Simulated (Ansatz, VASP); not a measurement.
KI in VASP and in Ansatz

INCAR

```
SYSTEM = KI
  ALGO = Normal
  EDIFF = 1E-6
  ENCUT = 500
  GGA = PE
  GGA_COMPAT = .FALSE.
  ISIF = 2
  ISMEAR = -1
  LASPH = .TRUE.
  LCHARG = .FALSE.
  LREAL = .FALSE.
  LWAVE = .FALSE.
  NBANDS = 15
  NELM = 120
  PREC = Accurate
  SIGMA = 0.02
```

KPOINTS

```
k-points
0
G
  6 6 6
  0 0 0
```

The input POSCAR:

```
KI
1.0
    4.4518504101      0.0000000000      0.0000000000
    0.0000000000      4.4518504101      0.0000000000
    0.0000000000      0.0000000000      4.2679716329
K I
1 1
Direct
    0.0000000000      0.0000000000      0.0000000000
    0.5000000000      0.5000000000      0.5000000000
```

Input for Ansatz:

```yaml
crystal:
  lattice:
    - [4.4518504101, 0.0, 0.0]
    - [0.0, 4.4518504101, 0.0]
    - [0.0, 0.0, 4.2679716329]
  atoms:
    - { symbol: K, position: [0.0, 0.0, 0.0] }
    - { symbol: I, position: [0.5, 0.5, 0.5] }
kpoints:
  mp_grid: { grid: [6, 6, 6] }
  band_path:
    path: [[0.0, 0.0, 0.0], [0.0, 0.5, 0.0], [0.5, 0.5, 0.0], [0.5, 0.5, 0.5]]
    npoints: 1
hamiltonian:
  xc: pbe
scf:
  occupations: { method: fermi_dirac, width: 0.02 }
  n_extra_bands: 4
output:
  forces: true
  stress: true
  eigenvalues: true
```

Change from the starting cell: epitaxial_xy strain +3.8%.

Alike in both runs: task single point; functional PBE; k mesh 6 × 6 × 6; occupations fermi-dirac, width 0.02 eV; no spin polarisation.

|  | VASP | Ansatz |
| --- | --- | --- |
| version | VASP 6.6.1 | Ansatz 0.2.0 |
| potentials or method | VASP PAW PBE potentials, release 64 (K_sv, I) | plane waves, PAW |
| plane-wave cutoff (eV) | 500 | 420 |
| valence electrons in the cell | 16 | 26 |

|  | VASP | Ansatz | Ansatz less VASP |
| --- | --- | --- | --- |
| gap on the k mesh at the Fermi level (eV) | 3.00 | 3.01 | +0.003 |
| pressure (GPa) | -0.3 | -0.4 | -0.03 |
| traceless stress, the component that is largest in VASP (GPa) | 0.77 | 0.77 | +0.001 |

The functional is the same, so the differences come from potentials, cutoffs and numerics. VASP's potentials hold 16 valence electrons a cell and Ansatz's 26, so a difference there can come from the potentials and not from the codes.

Neither program's run includes spin-orbit coupling.
